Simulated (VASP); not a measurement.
Here is a VASP 6.6.1 calculation.

Contents of INCAR:

```
SYSTEM = NbAs2
PREC = Accurate
ENCUT = 520
EDIFF = 1E-6
ISMEAR = 0
SIGMA = 0.1
LREAL = .FALSE.
LASPH = .TRUE.
NELM = 100
ALGO = Fast
ISIF = 2
LWAVE = .FALSE.
LCHARG = .FALSE.
LDIPOL = .TRUE.
IDIPOL = 3
DIPOL = 0.5 0.5 0.500
GGA = PS
NBANDS = 58
ISYM = 0
```

The input KPOINTS:

```
Automatic mesh
0
G
  11 8 1
  0 0 0
```

POSCAR

```
NbAs2
1.0
    3.3614136327      0.0000000000      0.0000000000
   -1.6807068163      4.6665806814      0.0000000000
    0.0000000000      0.0000000000     26.6760351368
As Nb
8 4
Direct
    0.3339346668      0.6678693337      0.2811512266
    0.0746752993      0.1493505986      0.2955192361
    0.7695803234      0.5391606469      0.3878084852
    0.0476396089      0.0952792178      0.4427600268
    0.7425446330      0.4850892660      0.5350492759
    0.4832852655      0.9665705310      0.5494172853
    0.1781902896      0.3563805792      0.6417065345
    0.4562495750      0.9124991501      0.6966580760
    0.4855068750      0.9710137499      0.3656177878
    0.3317130574      0.6634261147      0.4649507241
    0.8941168411      0.7882336823      0.6195158371
    0.7403230235      0.4806460470      0.7188487734
```

Potentials or basis: VASP PAW PBE potentials, release 64 (As, Nb_sv).

Run with:

```sh
$ cat potpaw_PBE.64/As/POTCAR potpaw_PBE.64/Nb_sv/POTCAR > POTCAR
$ mpirun -np 1 vasp_std > vasp.out
```

(1) Estimate the largest force.

(2) Predict the band gap on the k mesh.

Answers

(1) 1.501 eV/Å.

(2) zero (bands 46 and 47 overlap by 0.32 eV).

Caveat: the PAW data sets were made with another functional, which shifts forces and pressure a little.
